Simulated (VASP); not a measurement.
# Ta2N (P-1) in VASP: further runs

Ta2N is run at these levels: PBEsol; tasks: single point.

Everything below comes from runs of VASP 6.6.1. Logs are shortened: lines on timing, memory, paths and dates and some standing lists are left out, and cuts for length are marked.

### 1 The cell of the first run

The typed cell holds 3 atoms: a = 3.080 Å, b = 3.172 Å, c = 4.908 Å, α = 90.00°, β = 90.00°, γ = 122.98°.

### 2 Single point, PBEsol (engineering shear strain xy -0.0700, normal strain along z +0.0175)

INCAR reads:

```
SYSTEM = Ta2N
  ALGO = Fast
  EDIFF = 1E-6
  ENCUT = 520
  GGA = PS
  ISIF = 2
  ISMEAR = 0
  LASPH = .TRUE.
  LCHARG = .FALSE.
  LREAL = .FALSE.
  LWAVE = .FALSE.
  NBANDS = 20
  NELM = 60
  PREC = Accurate
  SIGMA = 0.15
```

KPOINTS reads:

```
k-points
0
G
  15 15 8
  0 0 0
```

POSCAR reads:

```
Ta2N
1.0
    3.0782595490     -0.1077390842      0.0000000000
   -1.6324345584      2.7197205109      0.0000000000
    0.0000000000      0.0000000000      4.9083517634
Ta N
2 1
Direct
    0.6666666667      0.3333333333      0.7463700642
    0.3333333333      0.6666666667      0.2536299358
    0.0000000000      0.0000000000      0.0000000000
```

Potentials or basis: VASP PAW PBE potentials, release 64 (Ta_pv, N).

Launch:

```
cat potpaw_PBE.64/Ta_pv/POTCAR potpaw_PBE.64/N/POTCAR > POTCAR
mpirun -np 1 vasp_std > vasp.out
```

OUTCAR:

```text
SYSTEM = Ta2N
   EDIFF = 1E-6
   ENCUT = 520
   GGA = PS
   ISIF = 2
   ISMEAR = 0
   LASPH = .TRUE.
   LREAL = .FALSE.
   NELM = 60
   PREC = Accurate

 ion  position               nearest neighbor table
   1  0.667  0.333  0.746-   3 2.13   3 2.17   3 2.21   2 2.97   2 3.00   2 3.03   2 3.03   2 3.06
                             2 3.09
   2  0.333  0.667  0.254-   3 2.13   3 2.17   3 2.21   1 2.97   1 3.00   1 3.03   1 3.03   1 3.06
                             1 3.09
   3  0.000  0.000  0.000-   1 2.13   2 2.13   1 2.17   2 2.17   1 2.21   2 2.21

  LATTYP: Found a simple monoclinic cell.
 ALAT       =     2.9854408178
 B/A-ratio  =     1.6440961529
 C/A-ratio  =     1.0317218106
 COS(beta)  =    -0.4533926181

  Lattice vectors:

 A1 = (   1.4458249906,   2.6119814267,   0.0000000000)
 A2 = (   0.0000000000,   0.0000000000,  -4.9083517634)
 A3 = (  -3.0782595490,   0.1077390842,   0.0000000000)

Analysis of symmetry for initial positions (statically):
=====================================================================
 Subroutine PRICEL returns:
 Original cell was already a primitive cell.

 Routine SETGRP: Setting up the symmetry group for a
 simple monoclinic supercell.

 Subroutine GETGRP returns: Found  2 space group operations
 (whereof  2 operations were pure point group operations)
 out of a pool of  4 trial point group operations.

The static configuration has the point symmetry S_2 .

Analysis of symmetry for dynamics (positions and initial velocities):
=====================================================================
 Subroutine PRICEL returns:
 Original cell was already a primitive cell.

 Routine SETGRP: Setting up the symmetry group for a
 simple monoclinic supercell.

 Subroutine GETGRP returns: Found  2 space group operations
 (whereof  2 operations were pure point group operations)
 out of a pool of  4 trial point group operations.

The dynamic configuration has the point symmetry S_2 .

 Subroutine INISYM returns: Found  2 space group operations
 (whereof  2 operations are pure point group operations),
 and found     1 'primitive' translations

----------------------------------------------------------------------------------------

                                     Primitive cell

  volume of cell :      40.2295

  direct lattice vectors                    reciprocal lattice vectors
     3.078259549 -0.107739084  0.000000000     0.331829896  0.199171418  0.000000000
    -1.632434558  2.719720511  0.000000000     0.013145119  0.375574822  0.000000000
     0.000000000  0.000000000  4.908351763     0.000000000  0.000000000  0.203734379

  length of vectors
     3.080144406  3.172021791  4.908351763     0.387014643  0.375804791  0.203734379

  position of ions in fractional coordinates (direct lattice)
     0.666666667  0.333333333  0.746370064
     0.333333333  0.666666667  0.253629936
     0.000000000  0.000000000  0.000000000

  ion indices of the primitive-cell ions
   primitive index   ion index
                 1           1
                 2           2
                 3           3

----------------------------------------------------------------------------------------

 KPOINTS: k-points

Automatic generation of k-mesh.
 Grid dimensions read from file:
 generate k-points for:   15   15    8

 Generating k-lattice:

  Cartesian coordinates                     Fractional coordinates (reciprocal lattice)
     0.022121993  0.013278095  0.000000000     0.066666667  0.000000000  0.000000000
     0.000876341  0.025038321  0.000000000     0.000000000  0.066666667  0.000000000
     0.000000000  0.000000000  0.025466797     0.000000000  0.000000000  0.125000000

  Length of vectors
     0.025800976  0.025053653  0.025466797

  Shift w.r.t. Gamma in fractional coordinates (k-lattice)
     0.000000000  0.000000000  0.000000000

 Subroutine IBZKPT returns following result:
 ===========================================

 Found    901 irreducible k-points:

 Following reciprocal coordinates:
            Coordinates               Weight
  0.000000  0.000000  0.000000      1.000000
  0.066667 -0.000000  0.000000      2.000000
  0.133333 -0.000000  0.000000      2.000000
  0.200000  0.000000  0.000000      2.000000
  0.266667 -0.000000  0.000000      2.000000
  0.333333 -0.000000  0.000000      2.000000
[... 16 lines left out ...]
 -0.066667  0.066667  0.000000      2.000000
 -0.000000  0.133333  0.000000      2.000000
 [... further k-points ...]
   k-points           NKPTS =    901   k-points in BZ     NKDIM =    901   number of bands    NBANDS=     20
   number of dos      NEDOS =    301   number of ions     NIONS =      3
   total plane-waves  NPLWV =  23040
   dimension x,y,z NGX =    24 NGY =   24 NGZ =   40
   dimension x,y,z NGXF=    48 NGYF=   48 NGZF=   80
   ions per type =               2   1
   NGX,Y,Z   is equivalent  to a cutoff of  12.95, 12.58, 13.55 a.u.
   NGXF,Y,Z  is equivalent  to a cutoff of  25.91, 25.16, 27.10 a.u.
 SYSTEM =  Ta2N
   PREC   = accura    normal or accurate (medium, high low for compatibility)
   ISTART =      0    job   : 0-new  1-cont  2-samecut
   ICHARG =      2    charge: 1-file 2-atom 10-const
   ISPIN  =      1    spin polarized calculation?
   LNONCOLLINEAR =      F non collinear calculations
   LSORBIT =      F    spin-orbit coupling
   LASPH  =      T    aspherical Exc in radial PAW
   ENCUT  =  520.0 eV  38.22 Ry    6.18 a.u.   5.73  5.90  9.13*2*pi/ulx,y,z
   NELM   =     60;   NELMIN=  2; NELMDL= -5     # of ELM steps
   EDIFF  = 0.1E-05   stopping-criterion for ELM
   LREAL  =      F    real-space projection
   EDIFFG = 0.1E-04   stopping-criterion for IOM
   NSW    =      0    number of steps for IOM
   IBRION =     -1    ionic relax: 0-MD 1-quasi-New 2-CG
   NFREE  =      0    steps in history (QN), initial steepest desc. (CG)
   ISIF   =      2    stress and relaxation
   ISYM   =      2    0-nonsym 1-usesym 2-fastsym
   POTIM  = 0.5000    time-step for ionic-motion
   TEBEG  =    0.0;   TEEND  =   0.0 temperature during run
   PSTRESS=    0.0 pullay stress
   NELECT =      27.0000    total number of electrons
   NUPDOWN=      -1.0000    fix difference up-down
   EMIN   =  10.00;   EMAX   =-10.00  energy-range for DOS
   EFERMI =   0.00;   METHOD = LEGACY
   ISMEAR =     0;   SIGMA  =   0.15  broadening in eV -4-tet -1-fermi 0-gaus
   EFERMI_NEDOS =   21; number of points for ismear=-14 and -15
   IALGO  =     68    algorithm
   IMIX   =      4    mixing-type and parameters
     AMIX     =   0.40;   BMIX     =  1.00
     AMIX_MAG =   1.60;   BMIX_MAG =  1.00
  volume/ion in A,a.u.               =      13.41        90.49
  Fermi-wavevector in a.u.,A,eV,Ry     =   1.433336  2.708612 27.952508  2.054451
  Thomas-Fermi vector in A             =   2.552865
   LORBIT       =      0    0 simple, 1 ext, 2 COOP (PROOUT), +10 PAW based schemes
   GGA     = PS    functional components
   LHFCALC =     F    Hartree Fock is set to
   AEXX    =    0.0000 exact exchange contribution
   IVDW    =     0    specifies the selected vdW correction
   LEPSILON=     F    determine dielectric tensor
   LRPA    =     F    only Hartree local field effects (RPA)
 non-spin polarized calculation
 RMM-DIIS sequential band-by-band and
 Gauss-broadening in eV      SIGMA  =   0.15
  energy-cutoff  :      520.00
  volume of cell :       40.23
 maximum number of plane-waves:      1102
   NGX = 11   NGY = 11   NGZ = 19

 number of electron      26.9999999 magnetization

 Free energy of the ion-electron system (eV)
  ---------------------------------------------------
  ext. energy  EPLUGINS =         0.00000000
  ---------------------------------------------------
  free energy    TOTEN  =       -36.39255353 eV

  energy without entropy =      -36.37796143  energy(sigma->0) =      -36.38525748

 E-fermi :   7.4179     XC(G=0): -13.0555

 val. band max:        7.4176576890   @ k =   0.1333   0.0667   0.1250
 cond. band min:       7.4178887426   @ k =  -0.0667   0.2667   0.5000
 fundamental gap:      0.0002310536
 Fermi energy:         7.4178801901

 k-point     1 :       0.0000    0.0000    0.0000
  band No.  band energies     occupation
      1     -28.1939      2.00000
      2     -27.4620      2.00000
      3     -27.3536      2.00000
      4     -27.3435      2.00000
      5     -27.2350      2.00000
      6     -27.2111      2.00000
[... 12 lines left out ...]
     19       9.1205      0.00000
     20      12.4535      0.00000

 k-point     2 :       0.0667   -0.0000    0.0000
  band No.  band energies     occupation
      1     -28.1787      2.00000
      2     -27.4745      2.00000
      3     -27.3912      2.00000
      4     -27.3446      2.00000
      5     -27.2681      2.00000
      6     -27.2154      2.00000
[... 12 lines left out ...]
     19       9.1991      0.00000
     20      12.5626      0.00000

 k-point     3 :       0.1333   -0.0000    0.0000
  band No.  band energies     occupation
      1     -28.1343      2.00000
      2     -27.5128      2.00000
      3     -27.4818      2.00000
      4     -27.3785      2.00000
      5     -27.3407      2.00000
      6     -27.2291      2.00000
[... 12 lines left out ...]
     19      10.1688      0.00000
     20      12.5288      0.00000

 k-point     4 :       0.2000    0.0000    0.0000
  band No.  band energies     occupation
      1     -28.0655      2.00000
      2     -27.6317      2.00000
      3     -27.5491      2.00000
      4     -27.5016      2.00000
      5     -27.3709      2.00000
      6     -27.2537      2.00000
[... 12 lines left out ...]
     19      11.2762      0.00000
     20      12.2843      0.00000

 k-point     5 :       0.2667   -0.0000    0.0000
  band No.  band energies     occupation
      1     -27.9813      2.00000
      2     -27.7884      2.00000
      3     -27.6436      2.00000
      4     -27.6010      2.00000
      5     -27.3982      2.00000
      6     -27.2903      2.00000
[... 12 lines left out ...]
     19      11.7574      0.00000
     20      12.6178      0.00000

 k-point     6 :       0.3333   -0.0000    0.0000
  band No.  band energies     occupation
      1     -27.9630      2.00000
      2     -27.8651      2.00000
      3     -27.7707      2.00000
      4     -27.6481      2.00000
      5     -27.4248      2.00000
      6     -27.3386      2.00000
[... 12 lines left out ...]
     19      11.6580      0.00000
     20      12.8166      0.00000

 k-point     7 :       0.4000    0.0000    0.0000
  band No.  band energies     occupation
      1     -28.0708      2.00000
      2     -27.8802      2.00000
      3     -27.7696      2.00000
      4     -27.6839      2.00000
      5     -27.4461      2.00000
      6     -27.3948      2.00000
[... 12 lines left out ...]
     19      11.6078      0.00000
     20      12.3906      0.00000
[... 277 lines left out ...]
 k-point    20 :      -0.2667    0.0667    0.0000
  band No.  band energies     occupation
      1     -28.0205      2.00000
      2     -27.7027      2.00000
      3     -27.6409      2.00000
      4     -27.5144      2.00000
      5     -27.3862      2.00000
      6     -27.2752      2.00000
[... 12 lines left out ...]
     19      11.7003      0.00000
     20      12.2648      0.00000

 k-point    21 :      -0.2000    0.0667    0.0000
  band No.  band energies     occupation
      1     -28.0971      2.00000
      2     -27.5867      2.00000
      3     -27.5408      2.00000
      4     -27.4233      2.00000
      5     -27.3365      2.00000
      6     -27.2446      2.00000
[... 12 lines left out ...]
     19      10.8599      0.00000
     20      12.2744      0.00000

 k-point    22 :      -0.1333    0.0667    0.0000
  band No.  band energies     occupation
      1     -28.1527      2.00000
      2     -27.5268      2.00000
      3     -27.4275      2.00000
      4     -27.3803      2.00000
      5     -27.2724      2.00000
      6     -27.2254      2.00000
[... 12 lines left out ...]
     19       9.8107      0.00000
     20      12.4102      0.00000

 k-point    23 :      -0.0667    0.0667    0.0000
  band No.  band energies     occupation
      1     -28.1812      2.00000
      2     -27.4877      2.00000
      3     -27.3729      2.00000
      4     -27.3590      2.00000
      5     -27.2381      2.00000
      6     -27.2161      2.00000
[... 12 lines left out ...]
     19       9.3713      0.00000
     20      12.4034      0.00000

 k-point    24 :      -0.0000    0.1333    0.0000
  band No.  band energies     occupation
      1     -28.1389      2.00000
      2     -27.5299      2.00000
      3     -27.4563      2.00000
      4     -27.3960      2.00000
      5     -27.2991      2.00000
      6     -27.2294      2.00000
[... 12 lines left out ...]
     19      10.0880      0.00000
     20      12.3703      0.00000

 [... further k-points ...]
[... 5 lines left out ...]
  --------------------------------------------------------------------------------------
  -------------------------------------------------------------------------------------
  Total       -0.4690711     -0.4972760     -1.4661927      2.6391985     -0.0721383     -0.9691450
  in kB      -18.6812002    -19.8044893    -58.3925156    105.1085841     -2.8729744    -38.5971215
  external PRESSURE =     -32.2927350 kB  Pullay stress =       0.0000000 kB

 VOLUME and BASIS-vectors are now :
 -----------------------------------------------------------------------------
  energy-cutoff  :      520.00
  volume of cell :       40.23
      direct lattice vectors                 reciprocal lattice vectors
     3.078259549 -0.107739084  0.000000000     0.331829896  0.199171418  0.000000000
    -1.632434558  2.719720511  0.000000000     0.013145119  0.375574822  0.000000000
     0.000000000  0.000000000  4.908351763     0.000000000  0.000000000  0.203734379

 POSITION                                       TOTAL-FORCE (eV/Angst)
 -----------------------------------------------------------------------------------
      1.50803      0.83475      3.66345         0.109886     -0.005017     -0.203240
     -0.06220      1.77723      1.24490        -0.109886      0.005017      0.203240
      0.00000      0.00000      0.00000         0.000000      0.000000      0.000000
 -----------------------------------------------------------------------------------
    total drift:                                0.000000     -0.000000      0.000000

  FREE ENERGIE OF THE ION-ELECTRON SYSTEM (eV)
  ---------------------------------------------------
  free  energy   TOTEN  =       -36.3925535292 eV

  energy  without entropy=      -36.3779614334  energy(sigma->0) =      -36.38525748
```

It took 23 min on 1 thread of Oxide Virtual Turin-like, shared host; peak memory 0.66 GiB.

Results:

* Free energy: -36.3926 eV
* Pressure: -3.2 GPa
* Largest force: 0.231 eV/Å
* Band gap on the k mesh: zero (an odd number of electrons rules out a gap without spin polarisation)

Forces in eV/Å, atoms in the order of the input:
```
Ta   0.110 -0.005 -0.203
Ta  -0.110  0.005  0.203
N    0.000  0.000  0.000
```

Stress tensor (GPa, compression positive):
```
-1.87 10.51 -3.86
10.51 -1.98 -0.29
-3.86 -0.29 -5.84
```

Levels at points of the mesh, in eV from the Fermi level:
```csv
k point,band 11,band 12,band 13,band 14,band 15,band 16
"(0.00, 0.00, 0.00)",-4.95,-0.89,-0.79,0.22,0.29,0.38
"(0.00, 0.00, 0.50)",-2.98,-2.71,-1.63,-0.45,1.55,1.58
```

Caveat: the cell differs from its parent crystal (engineering shear strain xy -0.0700, normal strain along z +0.0175); the cell stands under tension; the PAW data sets were made with another functional, which shifts forces and pressure a little; spin-orbit coupling is left out, which moves the levels of the heavy elements.

### 3 Single point, PBEsol (engineering shear strain xy -0.0700, normal strain along z +0.0700)

INCAR reads:

```
PREC = Accurate ; ENCUT = 520
EDIFF = 1E-6 ; ISMEAR = 0
SIGMA = 0.15 ; LREAL = False
LASPH = True ; NELM = 80
ALGO = Fast ; ISIF = 2
LWAVE = False ; LCHARG = False
GGA = PS ; NBANDS = 20
```

KPOINTS reads:

```
regular mesh
0
Gamma
  15 15 8
```

Changes to POSCAR since step 2:

```diff
@@ -4,3 +4,3 @@
    -1.6324345584      2.7197205109      0.0000000000
-    0.0000000000      0.0000000000      4.9083517634
+    0.0000000000      0.0000000000      5.1616082426
 Ta N
```

Potentials or basis: VASP PAW PBE potentials, release 64 (Ta_pv, N).

Launch:

```
cat potpaw_PBE.64/Ta_pv/POTCAR potpaw_PBE.64/N/POTCAR > POTCAR
mpirun -np 1 vasp_std > vasp.out
```

It took 26 min on 1 thread of Oxide Virtual Turin-like, shared host; peak memory 0.69 GiB.

The run converged. Its results:

- Free energy: -36.1967 eV
- Pressure: -15.8 GPa
- Largest force: 0.191 eV/Å
- Band gap on the k mesh: zero (an odd number of electrons rules out a gap without spin polarisation)

Forces in eV/Å, atoms in the order of the input:
```
Ta   0.108 -0.010 -0.158
Ta  -0.108  0.010  0.158
N    0.000  0.000  0.000
```

Stress tensor (GPa, compression positive):
```
-11.98   8.81  -3.19
  8.81 -12.05  -0.14
 -3.19  -0.14 -23.46
```

Levels at points of the mesh, in eV from the Fermi level:
| k point | band 10 | band 11 | band 12 | band 13 | band 14 | band 15 | band 16 | band 17 |
| --- | --- | --- | --- | --- | --- | --- | --- | --- |
| (0.00, 0.00, 0.00) | -5.22 | -5.05 | -1.18 | -0.79 | 0.20 | 0.42 | 0.55 | 0.82 |
| (0.00, 0.00, 0.50) | -5.35 | -3.19 | -2.83 | -1.36 | -0.16 | 1.22 | 1.49 | 1.97 |

Caveat: the cell differs from its parent crystal (engineering shear strain xy -0.0700, normal strain along z +0.0700); the stress differs along the axes, from -23 to -12 GPa; the PAW data sets were made with another functional, which shifts forces and pressure a little; spin-orbit coupling is left out, which moves the levels of the heavy elements.
